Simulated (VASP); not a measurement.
Input of a VASP 6.6.1 run:

Contents of INCAR:

```
SYSTEM = KSnH3
  ALGO = Normal
  EDIFF = 1E-6
  ENCUT = 500
  GGA = PS
  GGA_COMPAT = .FALSE.
  ISIF = 2
  ISMEAR = 0
  LASPH = .TRUE.
  LCHARG = .FALSE.
  LREAL = .FALSE.
  LWAVE = .FALSE.
  NBANDS = 21
  NELM = 120
  PREC = Accurate
  SIGMA = 0.05
```

Contents of KPOINTS:

```
k-points
0
G
  4 4 4
  0 0 0
```

Contents of POSCAR:

```
KSnH3
1.0
    4.3128803098      0.0000000000      0.0000000000
    0.0000000000      4.3128803098      0.0000000000
    0.0000000000      0.0000000000      4.3128803098
K Sn H
1 1 3
Direct
    0.0000000000      0.0000000000      0.0000000000
    0.5000000000      0.5000000000      0.5000000000
    0.5000000000      0.5000000000      0.0000000000
    0.5000000000      0.0000000000      0.5000000000
    0.0000000000      0.5000000000      0.5000000000
```

Potentials or basis: VASP PAW PBE potentials, release 64 (K_sv, Sn_d, H).

The run is started by

```console
$ cat potpaw_PBE.64/K_sv/POTCAR potpaw_PBE.64/Sn_d/POTCAR potpaw_PBE.64/H/POTCAR > POTCAR
$ mpirun -np 1 vasp_std > vasp.out
```

Problem. Predict the band gap on the k mesh.

Solution. Zero (bands 13 and 14 overlap by 0.13 eV).

Problem. Estimate the pressure.

Solution. 0.2 GPa.

Caveat: the k points lie up to 0.36 Å⁻¹ apart; the PAW data sets were made with another functional, which shifts forces and pressure a little; spin-orbit coupling is left out, which moves the levels of the heavy elements.
